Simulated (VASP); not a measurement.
# NaAu (P6/mmm) in VASP: notebook, part 2 of 2

VASP 6.6.1. Earlier steps stand in the parts before.

### 4 Single point, PBE

This run uses another cell than the first one, of 29.83 Å³/atom.

INCAR

```
SYSTEM = NaAu
PREC = Accurate
ENCUT = 520
EDIFF = 1E-6
ISMEAR = 0
SIGMA = 0.02
LREAL = .False.
LASPH = .True.
NELM = 60
ALGO = Normal
ISIF = 2
LWAVE = .False.
LCHARG = .True.
GGA = PE
LELF = .True.
LVHAR = .True.
NBANDS = 36
```

KPOINTS

```
regular mesh
0
Gamma
  6 6 8
  0 0 0
```

POSCAR

```
NaAu
1.0
    6.9180864074      0.0000000000      0.0000000000
   -3.4590432037      5.9912385744      0.0000000000
    0.0000000000      0.0000000000      4.3187407591
Na Au
3 3
Direct
    0.5000000000      0.0000000000      0.0000000000
    0.5000000000      0.5000000000      0.0000000000
    0.0000000000      0.5000000000      0.0000000000
    0.0000000000      0.0000000000      0.0000000000
    0.3333333333      0.6666666667      0.5000000000
    0.6666666667      0.3333333333      0.5000000000
```

Potentials or basis: VASP PAW PBE potentials, release 64 (Na_pv, Au).

The run is started by

```bash
$ cat potpaw_PBE.64/Na_pv/POTCAR potpaw_PBE.64/Au/POTCAR > POTCAR
$ mpirun -np 1 vasp_std > vasp.out
```

OUTCAR:

```text
SYSTEM = NaAu
   PREC = Accurate
   ENCUT = 520
   EDIFF = 1E-6
   ISMEAR = 0
   LREAL = .False.
   LASPH = .True.
   NELM = 60
   ISIF = 2
   GGA = PE

 ion  position               nearest neighbor table
   1  0.500  0.000  0.000-   5 2.94   6 2.94   5 2.94   6 2.94
   2  0.500  0.500  0.000-   5 2.94   6 2.94   5 2.94   6 2.94
   3  0.000  0.500  0.000-   5 2.94   6 2.94   5 2.94   6 2.94
   4  0.000  0.000  0.000-
   5  0.333  0.667  0.500-   3 2.94   3 2.94   1 2.94   1 2.94   2 2.94   2 2.94
   6  0.667  0.333  0.500-   3 2.94   3 2.94   1 2.94   1 2.94   2 2.94   2 2.94

  LATTYP: Found a hexagonal cell.
 ALAT       =     6.9180864074
 C/A-ratio  =     0.6242681147

  Lattice vectors:

 A1 = (   6.9180864074,   0.0000000000,   0.0000000000)
 A2 = (  -3.4590432037,   5.9912385744,   0.0000000000)
 A3 = (   0.0000000000,   0.0000000000,   4.3187407591)

Analysis of symmetry for initial positions (statically):
=====================================================================
 Subroutine PRICEL returns:
 Original cell was already a primitive cell.

 Routine SETGRP: Setting up the symmetry group for a
 hexagonal supercell.

 Subroutine GETGRP returns: Found 24 space group operations
[... 173 lines left out ...]

 E-fermi :   0.9991     XC(G=0):  -8.0185

 val. band max:        0.8176576229   @ k =   0.3333   0.3333   0.5000
 cond. band min:       1.2127043029   @ k =   0.5000   0.0000   0.5000
 fundamental gap:      0.3950466799
 Fermi energy:         0.9991165297

 k-point     1 :       0.0000    0.0000    0.0000
  band No.  band energies     occupation
      1     -22.7089      2.00000
      2     -22.6652      2.00000
      3     -22.6652      2.00000
      4     -22.6362      2.00000
      5     -22.6362      2.00000
      6     -22.6270      2.00000
[... 925 lines left out ...]
     35       7.0350      0.00000
     36       7.5609      0.00000

 [... further k-points ...]
[... 5 lines left out ...]
  --------------------------------------------------------------------------------------
  -------------------------------------------------------------------------------------
  Total        0.0036299      0.0036299     -0.0160880     -0.0000000     -0.0000000      0.0000000
  in kB        0.0324899      0.0324899     -0.1439964     -0.0000000     -0.0000000      0.0000000
  external PRESSURE =      -0.0263389 kB  Pullay stress =       0.0000000 kB

 VOLUME and BASIS-vectors are now :
 -----------------------------------------------------------------------------
  energy-cutoff  :      520.00
  volume of cell :      179.00
      direct lattice vectors                 reciprocal lattice vectors
     6.918086407  0.000000000  0.000000000     0.144548643  0.083455198  0.000000000
    -3.459043204  5.991238574  0.000000000     0.000000000  0.166910396  0.000000000
     0.000000000  0.000000000  4.318740759     0.000000000  0.000000000  0.231548976

 POSITION                                       TOTAL-FORCE (eV/Angst)
 -----------------------------------------------------------------------------------
      3.45904      0.00000      0.00000         0.000000      0.000000      0.000000
      1.72952      2.99562      0.00000         0.000000      0.000000      0.000000
     -1.72952      2.99562      0.00000         0.000000      0.000000      0.000000
      0.00000      0.00000      0.00000         0.000000      0.000000      0.000000
     -0.00000      3.99416      2.15937        -0.000000      0.000000     -0.000000
      3.45904      1.99708      2.15937        -0.000000      0.000000      0.000000
 -----------------------------------------------------------------------------------
    total drift:                                0.000000     -0.000000      0.000000

  FREE ENERGIE OF THE ION-ELECTRON SYSTEM (eV)
  ---------------------------------------------------
  free  energy   TOTEN  =       -13.5534695734 eV

  energy  without entropy=      -13.5534695734  energy(sigma->0) =      -13.55346957
```

Run time: 5.2 min. Hardware: 1 thread of Oxide Virtual Turin-like, shared host; peak memory 0.36 GiB.

What came out:

- Free energy: -13.5535 eV
- Pressure: 0.0 GPa
- Band gap on the k mesh: 0.40 eV (least direct gap 0.47 eV)

Levels at points of the mesh, in eV from the valence-band top:
| k point | band 23 | band 24 | band 25 | band 26 | band 27 | band 28 | band 29 | band 30 | band 31 | band 32 |
| --- | --- | --- | --- | --- | --- | --- | --- | --- | --- | --- |
| (0.00, 0.00, 0.00) | -1.34 | -1.19 | -1.19 | -0.80 | -0.32 | 2.28 | 2.28 | 2.56 | 2.56 | 4.80 |
| (0.50, 0.00, 0.00) | -1.48 | -1.33 | -1.20 | -1.19 | -0.68 | 1.00 | 3.97 | 3.97 | 5.43 | 5.57 |
| (0.00, 0.00, 0.50) | -1.48 | -1.30 | -1.30 | -0.56 | -0.14 | 1.74 | 2.16 | 3.46 | 3.46 | 4.06 |
| (0.50, 0.00, 0.50) | -1.35 | -1.32 | -1.10 | -1.04 | -0.08 | 0.39 | 1.67 | 2.78 | 3.01 | 3.81 |

Caveat: spin-orbit coupling is left out, which moves the levels of the heavy elements. A k mesh can miss the band edges.

### 5 Relaxation of cell and atoms, PBE

INCAR

```
SYSTEM = NaAu
  PREC = Accurate
  ENCUT = 600
  EDIFF = 1E-6
  ISMEAR = 0
  SIGMA = 0.1
  LREAL = .FALSE.
  LASPH = .TRUE.
  NELM = 60
  ALGO = Normal
  ISIF = 3
  LWAVE = .FALSE.
  LCHARG = .FALSE.
  GGA = PE
  IBRION = 2
  NSW = 90
  EDIFFG = -0.04
```

KPOINTS

```
Automatic mesh
0
G
  6 6 4
  0 0 0
```

POSCAR, as its differences from that of step 4:

```diff
@@ -2,5 +2,5 @@
 1.0
-    6.9180864074      0.0000000000      0.0000000000
-   -3.4590432037      5.9912385744      0.0000000000
-    0.0000000000      0.0000000000      4.3187407591
+    5.4326183077      0.0000000000      0.0000000000
+   -2.7163091538      4.7047854635      0.0000000000
+    0.0000000000      0.0000000000      4.3831352255
 Na Au
```

The run is started by

```bash
$ cat potpaw_PBE.64/Na_pv/POTCAR potpaw_PBE.64/Au/POTCAR > POTCAR
$ mpirun -np 1 vasp_std > vasp.out
```

It took 20 min on 1 thread of Oxide Virtual Turin-like, shared host; peak memory 0.3 GiB.

It converged, with:

```yaml
Free_energy: -13.5206 eV
Relaxed_volume: 29.58 Å³/atom
Relaxed_cell: a = 6.900 Å, b = 6.900 Å, c = 4.305 Å, α = 90.00°, β = 90.00°, γ = 120.00°
Space_group_after_relaxing_to_0.1_Å: P6/mmm (No. 191)
Energy_gained_by_relaxing: 349.9 meV/atom
Ionic_steps: 13
Pressure_after_relaxing: 0.0 GPa
Band_gap_on_the_k_mesh: 0.43 eV (least direct gap 0.50 eV)
```

Stress tensor (GPa, compression positive):
```
-0.01  0.00  0.00
 0.00 -0.01  0.00
 0.00  0.00  0.17
```

Step by step:
```
step  energy change (eV)  largest force (eV/Å)  pressure (GPa)  volume (Å³)
   1              0.0000                0.0000           16.44       112.03
   2             -1.6629                0.0000            2.32       146.04
   3             -1.7409                0.0000            0.90       154.28
   4             -1.7168                0.0000           -1.02       171.67
   5             -1.7567                0.0000            0.01       161.17
   6             -1.7567                0.0000            0.13       160.06
   7             -1.8324                0.0000            0.18       161.44
   8             -2.0039                0.0000            0.51       164.93
   9             -2.0156                0.0000            1.43       168.69
  10             -2.0707                0.0000            1.04       167.81
  11             -2.0953                0.0000           -0.19       180.90
  12             -2.0978                0.0000            0.07       177.66
  13             -2.0993                0.0000            0.05       177.50
```

Final structure:
```cif
data_structure
_symmetry_space_group_name_H-M 'P 1'
_symmetry_Int_Tables_number 1
_cell_length_a 6.8997
_cell_length_b 6.8997
_cell_length_c 4.3053
_cell_angle_alpha 90.000
_cell_angle_beta 90.000
_cell_angle_gamma 120.000
_cell_volume 177.50
loop_
_atom_site_label
_atom_site_type_symbol
_atom_site_fract_x
_atom_site_fract_y
_atom_site_fract_z
_atom_site_occupancy
Na1 Na 0.50000 0.00000 0.00000 1
Na2 Na 0.50000 0.50000 0.00000 1
Na3 Na 0.00000 0.50000 0.00000 1
Au1 Au 0.00000 0.00000 0.00000 1
Au2 Au 0.33333 0.66667 0.50000 1
Au3 Au 0.66667 0.33333 0.50000 1
```

Levels at points of the mesh, in eV from the valence-band top:
```tsv
k point	band 23	band 24	band 25	band 26	band 27	band 28	band 29	band 30	band 31	band 32
(0.00, 0.00, 0.00)	-1.36	-1.21	-1.21	-0.76	-0.31	2.31	2.31	2.58	2.58	4.86
(0.50, 0.00, 0.00)	-1.49	-1.35	-1.22	-1.21	-0.66	1.01	4.01	4.02	5.53	5.64
(0.00, 0.00, 0.50)	-1.50	-1.32	-1.32	-0.56	-0.09	1.77	2.21	3.50	3.50	4.09
(0.50, 0.00, 0.50)	-1.37	-1.33	-1.06	-1.04	-0.07	0.43	1.71	2.79	3.05	3.85
```

Caveat: the volume moved by over 15 % at a fixed basis, so the end points are rough; spin-orbit coupling is left out, which moves the levels of the heavy elements. A k mesh can miss the band edges.

### 6 Overview

| task | cell | k mesh | cutoff (eV) | smearing | gap on the mesh (eV) | pressure (GPa) |
| --- | --- | --- | --- | --- | --- | --- |
| single point | a = 5.433, b = 5.433, c = 4.383 Å, angles 90.0, 90.0, 120.0°, 6 atoms | 6 × 6 × 4 | 520 | gaussian 0.1 eV | none | 16.4 |
| single point | a = 6.894, b = 6.894, c = 4.330 Å, angles 90.0, 90.0, 120.0°, 6 atoms | 6 × 6 × 4 | 520 | gaussian 0.1 eV | 0.44 | 0.0 |
| single point | a = 6.918, b = 6.918, c = 4.319 Å, angles 90.0, 90.0, 120.0°, 6 atoms | 6 × 6 × 8 | 520 | gaussian 0.02 eV | 0.40 | 0.0 |
| relaxation of cell and atoms | relaxed from a = 5.433, b = 5.433, c = 4.383 Å, angles 90.0, 90.0, 120.0°, 6 atoms | 6 × 6 × 4 | 600 | gaussian 0.1 eV | 0.43 | 0.0 |

Alike in all rows: level PBE; potentials or basis VASP PAW PBE potentials, release 64 (Na_pv, Au); no spin polarisation.

Caveats: spin-orbit coupling is left out, which moves the levels of the heavy elements; the cell stands under pressure (at least some runs); the volume moved by over 15 % at a fixed basis, so the end points are rough (at least some runs).

Total energies depend on the potentials used, so only differences within one code and one set of settings carry meaning.
